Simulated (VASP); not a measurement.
# Ge (P4/mmm) in VASP: notebook

The runs below take Ge through single point, relaxation of cell and atoms, with PBE.

Program: VASP 6.6.1. These are calculated values, not measurements. Logs are shortened: lines on timing, memory, paths and dates and some standing lists are left out, and cuts for length are marked.

## (1) The cell of the first run

Symmetry: P4/mmm, No. 123, tetragonal system. The conventional cell has a = 2.701 Å, b = 2.701 Å, c = 2.728 Å, α = 90.00°, β = 90.00°, γ = 90.00°. Ge (site symmetry 4/mmm) has 6 Ge at 2.70 to 2.73 Å within 3.6 Å.

## (2) Single point, PBE

INCAR

```
SYSTEM = Ge
  PREC = Accurate
  ENCUT = 520
  EDIFF = 1E-6
  ISMEAR = 0
  SIGMA = 0.1
  LREAL = .FALSE.
  LASPH = .TRUE.
  NELM = 60
  ALGO = Normal
  ISIF = 2
  LWAVE = .FALSE.
  LCHARG = .FALSE.
  GGA = PE
  NBANDS = 13
```

KPOINTS

```
Automatic mesh
0
G
  6 6 6
  0 0 0
```

POSCAR

```
Ge
1.0
    2.7012950148      0.0000000000      0.0000000000
    0.0000000000      2.7012950148      0.0000000000
    0.0000000000      0.0000000000      2.7280925836
Ge
1
Direct
    0.5000000000      0.5000000000      0.0000000000
```

Potentials or basis: VASP PAW PBE potentials, release 64 (Ge_d).

Run with:

```bash
cat potpaw_PBE.64/Ge_d/POTCAR > POTCAR
mpirun -np 1 vasp_std > vasp.out
```

OUTCAR:

```text
SYSTEM = Ge
   PREC = Accurate
   ENCUT = 520
   EDIFF = 1E-6
   ISMEAR = 0
   LREAL = .FALSE.
   LASPH = .TRUE.
   NELM = 60
   ISIF = 2
   GGA = PE

 ion  position               nearest neighbor table
   1  0.500  0.500  0.000-

  LATTYP: Found a simple tetragonal cell.
 ALAT       =     2.7012950148
 C/A-ratio  =     1.0099202674

  Lattice vectors:

 A1 = (   2.7012950148,   0.0000000000,   0.0000000000)
 A2 = (   0.0000000000,   2.7012950148,   0.0000000000)
 A3 = (   0.0000000000,   0.0000000000,   2.7280925836)

Analysis of symmetry for initial positions (statically):
=====================================================================
 Subroutine PRICEL returns:
 Original cell was already a primitive cell.

 Routine SETGRP: Setting up the symmetry group for a
 simple tetragonal supercell.

 Subroutine GETGRP returns: Found 16 space group operations
 (whereof 16 operations were pure point group operations)
 out of a pool of 16 trial point group operations.

The static configuration has the point symmetry D_4h.

Analysis of symmetry for dynamics (positions and initial velocities):
=====================================================================
 Subroutine PRICEL returns:
 Original cell was already a primitive cell.

 Routine SETGRP: Setting up the symmetry group for a
 simple tetragonal supercell.

 Subroutine GETGRP returns: Found 16 space group operations
 (whereof 16 operations were pure point group operations)
 out of a pool of 16 trial point group operations.

The dynamic configuration has the point symmetry D_4h.

 Subroutine INISYM returns: Found 16 space group operations
 (whereof 16 operations are pure point group operations),
 and found     1 'primitive' translations

----------------------------------------------------------------------------------------

                                     Primitive cell

  volume of cell :      19.9069

  direct lattice vectors                    reciprocal lattice vectors
     2.701295015  0.000000000  0.000000000     0.370192813  0.000000000  0.000000000
     0.000000000  2.701295015  0.000000000     0.000000000  0.370192813  0.000000000
     0.000000000  0.000000000  2.728092584     0.000000000  0.000000000  0.366556475

  length of vectors
     2.701295015  2.701295015  2.728092584     0.370192813  0.370192813  0.366556475

  position of ions in fractional coordinates (direct lattice)
     0.500000000  0.500000000  0.000000000

  ion indices of the primitive-cell ions
   primitive index   ion index
                 1           1

[... 76 lines left out ...]
   NFREE  =      0    steps in history (QN), initial steepest desc. (CG)
   ISIF   =      2    stress and relaxation
   ISYM   =      2    0-nonsym 1-usesym 2-fastsym
   POTIM  = 0.5000    time-step for ionic-motion
   TEBEG  =    0.0;   TEEND  =   0.0 temperature during run
   PSTRESS=    0.0 pullay stress
   NELECT =      14.0000    total number of electrons
   NUPDOWN=      -1.0000    fix difference up-down
   EMIN   =  10.00;   EMAX   =-10.00  energy-range for DOS
   EFERMI =   0.00;   METHOD = LEGACY
   ISMEAR =     0;   SIGMA  =   0.10  broadening in eV -4-tet -1-fermi 0-gaus
   EFERMI_NEDOS =   21; number of points for ismear=-14 and -15
   IALGO  =     38    algorithm
   IMIX   =      4    mixing-type and parameters
     AMIX     =   0.40;   BMIX     =  1.00
     AMIX_MAG =   1.60;   BMIX_MAG =  1.00
  volume/ion in A,a.u.               =      19.91       134.34
  Fermi-wavevector in a.u.,A,eV,Ry     =   1.455849  2.751157 28.837515  2.119498
  Thomas-Fermi vector in A             =   2.572836
   LORBIT       =      0    0 simple, 1 ext, 2 COOP (PROOUT), +10 PAW based schemes
   GGA     = PE    functional components
   LHFCALC =     F    Hartree Fock is set to
   AEXX    =    0.0000 exact exchange contribution
   IVDW    =     0    specifies the selected vdW correction
   LEPSILON=     F    determine dielectric tensor
   LRPA    =     F    only Hartree local field effects (RPA)
 non-spin polarized calculation
 Gauss-broadening in eV      SIGMA  =   0.10
  energy-cutoff  :      520.00
  volume of cell :       19.91
 maximum number of plane-waves:       552
   NGX = 11   NGY = 11   NGZ = 11

 number of electron      13.9999971 magnetization

 Free energy of the ion-electron system (eV)
  ---------------------------------------------------
  ext. energy  EPLUGINS =         0.00000000
  ---------------------------------------------------
  free energy    TOTEN  =        -4.27102396 eV

  energy without entropy =       -4.26607653  energy(sigma->0) =       -4.26855024

 E-fermi :   5.9821     XC(G=0): -10.9198

 val. band max:        5.9780141419   @ k =   0.3333   0.1667   0.3333
 cond. band min:       6.0821295837   @ k =   0.3333   0.3333   0.1667
 fundamental gap:      0.1041154417
 Fermi energy:         5.9820939358

 k-point     1 :       0.0000    0.0000    0.0000
  band No.  band energies     occupation
      1     -18.7763      2.00000
      2     -18.7701      2.00000
      3     -18.5308      2.00000
      4     -18.5308      2.00000
      5     -18.5263      2.00000
      6      -6.8236      2.00000
      7      12.2540      0.00000
      8      12.6232      0.00000
      9      12.6232      0.00000
     10      15.8282      0.00000
     11      16.0325      0.00000
     12      18.3564      0.00000
     13      34.3846      0.00000
[... 354 lines left out ...]
  band No.  band energies     occupation
      1     -18.6859      2.00000
      2     -18.6621      2.00000
      3     -18.5860      2.00000
      4     -18.5680      2.00000
      5     -18.4963      2.00000
      6      -0.9777      2.00000
      7       2.2148      2.00000
      8       6.3089      0.00000
      9      11.2473      0.00000
     10      17.2939      0.00000
     11      23.1147      0.00000
     12      23.9896      0.00000
     13      24.2364      0.00000

 [... further k-points ...]
[... 5 lines left out ...]
  --------------------------------------------------------------------------------------
  -------------------------------------------------------------------------------------
  Total       -0.0352013     -0.0352013     -0.0362150      0.0000000      0.0000000      0.0000000
  in kB       -2.8331311     -2.8331311     -2.9147121      0.0000000      0.0000000      0.0000000
  external PRESSURE =      -2.8603248 kB  Pullay stress =       0.0000000 kB

 VOLUME and BASIS-vectors are now :
 -----------------------------------------------------------------------------
  energy-cutoff  :      520.00
  volume of cell :       19.91
      direct lattice vectors                 reciprocal lattice vectors
     2.701295015  0.000000000  0.000000000     0.370192813  0.000000000  0.000000000
     0.000000000  2.701295015  0.000000000     0.000000000  0.370192813  0.000000000
     0.000000000  0.000000000  2.728092584     0.000000000  0.000000000  0.366556475

 POSITION                                       TOTAL-FORCE (eV/Angst)
 -----------------------------------------------------------------------------------
      1.35065      1.35065      0.00000         0.000000      0.000000      0.000000
 -----------------------------------------------------------------------------------
    total drift:                               -0.000000     -0.000000     -0.000000

  FREE ENERGIE OF THE ION-ELECTRON SYSTEM (eV)
  ---------------------------------------------------
  free  energy   TOTEN  =        -4.2710239593 eV

  energy  without entropy=       -4.2660765271  energy(sigma->0) =       -4.26855024
```

OSZICAR:

```text
N       E                     dE             d eps       ncg     rms          rms(c)
DAV:   1     0.667085445683E+02    0.66709E+02   -0.72276E+03  1103   0.293E+03
DAV:   2     0.178402249915E+01   -0.64925E+02   -0.62027E+02  1085   0.423E+02
DAV:   3    -0.418813055948E+01   -0.59722E+01   -0.59391E+01  1170   0.761E+01
DAV:   4    -0.427566814431E+01   -0.87538E-01   -0.87527E-01  1180   0.980E+00
DAV:   5    -0.427654617893E+01   -0.87803E-03   -0.87802E-03  1200   0.111E+00    0.136E+00
DAV:   6    -0.427215208889E+01    0.43941E-02   -0.63772E-03  1275   0.178E+00    0.778E-01
DAV:   7    -0.427105271127E+01    0.10994E-02   -0.45035E-03  1245   0.124E+00    0.770E-02
DAV:   8    -0.427102560570E+01    0.27106E-04   -0.66515E-04  1250   0.592E-01    0.320E-02
DAV:   9    -0.427102409434E+01    0.15114E-05   -0.21793E-05  1295   0.914E-02    0.475E-03
DAV:  10    -0.427102395934E+01    0.13500E-06   -0.50453E-07   835   0.770E-03
   1 F= -.42710240E+01 E0= -.42685502E+01  d E =-.494743E-02
```

Run time: 3.5 s. Hardware: 1 thread of AMD EPYC 9R45 (Zen 5), shared host; peak memory 0.09 GiB.

What came out:

* Free energy: -4.2710 eV
* Pressure: -0.3 GPa
* Band gap on the k mesh: zero (band 7 reaches 12.25 eV, above the bottom of band 8 at 3.43 eV)

Caveat: the k points lie up to 0.39 Å⁻¹ apart.

## (3) Relaxation of cell and atoms, PBE

This run uses another cell than the first one, of 20.41 Å³/atom, 1.025 times its volume.

INCAR

```
SYSTEM = Ge
PREC     = Accurate       ! precision mode
ENCUT    = 600            ! plane-wave cutoff, eV
EDIFF    = 1E-6           ! SCF threshold, eV
ISMEAR   = 0              ! smearing method
SIGMA    = 0.1            ! smearing width, eV
LREAL    = .FALSE.        ! projectors in reciprocal space
LASPH    = .TRUE.         ! aspherical terms in the spheres
NELM     = 100            ! most SCF steps
ALGO     = Normal         ! electronic algorithm
ISIF     = 3              ! what is computed and relaxed
LWAVE    = .FALSE.        ! write WAVECAR
LCHARG   = .FALSE.        ! write CHGCAR
GGA      = PE             ! functional
IBRION   = 2              ! ionic algorithm
NSW      = 90             ! ionic steps
EDIFFG   = -0.04          ! ionic threshold
```

KPOINTS

```
regular mesh
0
G
  6 6 6
  0 0 0
```

POSCAR

```
Ge
1.0
    2.6702837528      0.0000000000      0.0000000000
    0.0000000000      2.6702837528      0.0000000000
    0.0000000000      0.0000000000      2.8621887493
Ge
1
Direct
    0.5000000000      0.5000000000      0.0000000000
```

Potentials or basis: VASP PAW PBE potentials, release 64 (Ge_d).

Run with:

```bash
cat potpaw_PBE.64/Ge_d/POTCAR > POTCAR
mpirun -np 1 vasp_std > vasp.out
```

Run time: 14 s. Hardware: 1 thread of AMD EPYC 9R45 (Zen 5), shared host; peak memory 0.11 GiB.

Results (log left out):

```
Free energy                            : -4.2712 eV
Relaxed volume                         : 19.87 Å³/atom
Relaxed cell                           : a = 2.699 Å, b = 2.699 Å, c = 2.728 Å, α = 90.00°, β = 90.00°, γ = 90.00°
Space group after relaxing (to 0.05 Å) : Pm-3m (No. 221)
Energy gained by relaxing              : 28.6 meV/atom
Ionic steps                            : 5
Pressure after relaxing                : 0.1 GPa
Band gap on the k mesh                 : zero (band 7 reaches 12.26 eV, above the bottom of band 8 at 3.44 eV)
```

Stress tensor (GPa, compression positive):
```
 0.13  0.00  0.00
 0.00  0.13  0.00
 0.00  0.00 -0.04
```

The path:
| step | energy change (eV) | largest force (eV/Å) | pressure (GPa) | volume (Å³) |
| --- | --- | --- | --- | --- |
| 1 | 0.0000 | 0.0000 | -1.48 | 20.41 |
| 2 | -0.0282 | 0.0000 | 0.13 | 19.84 |
| 3 | -0.0285 | 0.0000 | 0.33 | 19.79 |
| 4 | -0.0286 | 0.0000 | -0.44 | 19.90 |
| 5 | -0.0286 | 0.0000 | 0.07 | 19.87 |

Final structure:
```
CELL_PARAMETERS angstrom
2.69860 0.00000 0.00000
0.00000 2.69860 0.00000
0.00000 0.00000 2.72784
ATOMIC_POSITIONS crystal
Ge 0.50000 0.50000 0.00000
```

Levels at points of the mesh, in eV from the Fermi level:
| k point | band 5 | band 6 | band 7 | band 8 | band 9 | band 10 |
| --- | --- | --- | --- | --- | --- | --- |
| (0.00, 0.00, 0.00) | -24.51 | -12.82 | 6.26 | 6.66 | 6.66 | 9.84 |
| (0.50, 0.00, 0.00) | -24.51 | -9.04 | -5.65 | 9.16 | 9.57 | 13.16 |
| (0.50, 0.50, 0.00) | -24.43 | -5.03 | -2.56 | -2.56 | 3.15 | 12.00 |
| (0.00, 0.00, 0.50) | -24.50 | -9.22 | -5.65 | 9.43 | 9.43 | 13.18 |
| (0.50, 0.00, 0.50) | -24.44 | -5.22 | -2.69 | -2.54 | 3.10 | 12.27 |
| (0.50, 0.50, 0.50) | -24.43 | -0.61 | 0.20 | 0.20 | 0.38 | 6.77 |

Caveat: the k points lie up to 0.39 Å⁻¹ apart in the final cell.
